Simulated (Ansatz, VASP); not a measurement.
## Two plane-wave programs on Zr2B

```
Zr B
1.0
     1.60522   -7.17791    0.00000
     1.60522    7.17791    0.00000
     0.00000    0.00000    4.49229
Zr B
4 2
Direct
  0.56448 0.43552 0.75000
  0.43552 0.56448 0.25000
  0.30554 0.69446 0.75000
  0.69446 0.30554 0.25000
  0.93035 0.06965 0.75000
  0.06965 0.93035 0.25000
```

Alike in both runs: functional PBE; k mesh 12 × 12 × 8; occupations gaussian, width 0.1 eV; no spin polarisation.

Ansatz relaxed the structure, and its values are those at the end. VASP's run is a single point on that final structure, the one shown.

```csv
,VASP,Ansatz
version,VASP 6.6.1,Ansatz 0.2.0
potentials or method,"VASP PAW PBE potentials, release 64 (Zr_sv, B), cutoff 520 eV","scalar-relativistic, plane waves, PAW"
valence electrons in the cell,54,54
```

Ansatz gave:

```
gap on the k mesh at the Fermi level (eV) : none
pressure (GPa)                            : 0.0
rms of the force components (eV/Å)        : 0.002
```

Question: What did VASP give for the same quantities?

Answer: gap on the k mesh at the Fermi level (eV): none; pressure (GPa): 0.1; rms of the force components (eV/Å): 0.003.

A gap of «none» marks a metal or a gap that the smearing closes.
